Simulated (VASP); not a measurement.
Crystal: MgS.

```xyz
4
Lattice="4.0547 0.0000 0.0000 -2.0273 3.5114 0.0000 0.0000 0.0000 6.4908" Properties=species:S:1:pos:R:3 pbc="T T T"
Mg    2.0273    1.1705    3.2260
Mg    0.0000    2.3410    6.4714
S     0.0000    2.3410    2.4534
S     2.0273    1.1705    5.6988
```

```yaml
Program: VASP 6.6.1
Task: relaxation of cell and atoms
Functional: PBEsol
Potentials_or_basis: VASP PAW PBE potentials, release 64 (Mg, S)
Cutoff: 600 eV
k_mesh: 6 × 6 × 4
Occupations: fermi-dirac, width 0.02 eV
Spin: no spin polarisation
```

At the start: pressure -1.4 GPa; volume 23.10 Å³/atom.

Task: How do energy, volume and symmetry change on relaxing?

Result: Over 9 steps the energy falls by 2.6 meV/atom and the volume is 22.52 Å³/atom (-2.5 %); space group P6_3mc (No. 186, to 0.05 Å).

The path:
| step | energy change (eV) | largest force (eV/Å) | pressure (GPa) | volume (Å³) |
| --- | --- | --- | --- | --- |
| 1 | 0.0000 | 0.0016 | -1.40 | 92.41 |
| 2 | -0.0101 | 0.0096 | 0.24 | 89.74 |
| 3 | -0.0103 | 0.0084 | 0.00 | 90.10 |
| 4 | -0.0103 | 0.0083 | -0.03 | 90.15 |
| 5 | -0.0104 | 0.0086 | -0.03 | 90.15 |
| 6 | -0.0104 | 0.0093 | -0.03 | 90.14 |
| 7 | -0.0104 | 0.0111 | -0.02 | 90.12 |
| 8 | -0.0104 | 0.0103 | -0.02 | 90.13 |
| 9 | -0.0105 | 0.0020 | 0.00 | 90.09 |

Final structure:
```
Mg S
1.0
     4.02605    0.00000    0.00000
    -2.01302    3.48666    0.00000
     0.00000    0.00000    6.41789
Mg S
2 2
Direct
  0.66667 0.33333 0.49646
  0.33333 0.66667 0.99646
  0.33333 0.66667 0.37854
  0.66667 0.33333 0.87854
```

Caveat: the PAW data sets were made with another functional, which shifts forces and pressure a little.
